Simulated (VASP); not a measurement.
Set up this calculation in VASP 6.6.1, as the native input.

```yaml
Task: single point
Functional: PBE
Potentials_or_basis: VASP PAW PBE potentials, release 64 (Li_sv, Se, Tl_d)
Cutoff: 520 eV
k_mesh: 4 × 4 × 2
Occupations: gaussian, width 0.01 eV
Spin: no spin polarisation
Dipole_correction: no
Further_INCAR_settings: ALGO = Normal; EDIFF = 1e-07; NBANDS = 22
```

The structure of LiTlSe2 lies in POSCAR:

```
LiTlSe2
1.0
    4.2639248188      0.0000000000      0.0000000000
    0.0000000000      4.2639248188      0.0000000000
    0.0000000000      0.0000000000      5.9802485742
Li Se Tl
1 2 1
Direct
    0.0000000000      0.0000000000      0.0000000000
    0.0000000000      0.5000000000      0.2292133877
    0.5000000000      0.0000000000      0.7707866123
    0.5000000000      0.5000000000      0.5000000000
```

The input as run:

INCAR

```
ALGO = Normal
EDIFF = 1E-7
ENCUT = 520
GGA = PE
ISIF = 2
ISMEAR = 0
LASPH = True
LCHARG = True
LELF = True
LREAL = False
LVHAR = True
LWAVE = False
NBANDS = 22
NELM = 80
PREC = Accurate
SIGMA = 0.01
```

KPOINTS

```
k-points
0
Gamma
  4 4 2
```

Potentials or basis: VASP PAW PBE potentials, release 64 (Li_sv, Se, Tl_d).

Launch:

```sh
$ cat potpaw_PBE.64/Li_sv/POTCAR potpaw_PBE.64/Se/POTCAR potpaw_PBE.64/Tl_d/POTCAR > POTCAR
$ mpirun -np 1 vasp_std > vasp.out
```

It gave:

The largest force is 0.208 eV/Å and the band gap on the k mesh is 0.43 eV.

Caveat: the k points lie up to 0.53 Å⁻¹ apart; spin-orbit coupling is left out, which moves the levels of the heavy elements.

Wall time 15 s on 1 thread of Intel(R) Xeon(R) 6975P-C (Granite Rapids), on a shared host, peak memory 0.22 GiB.
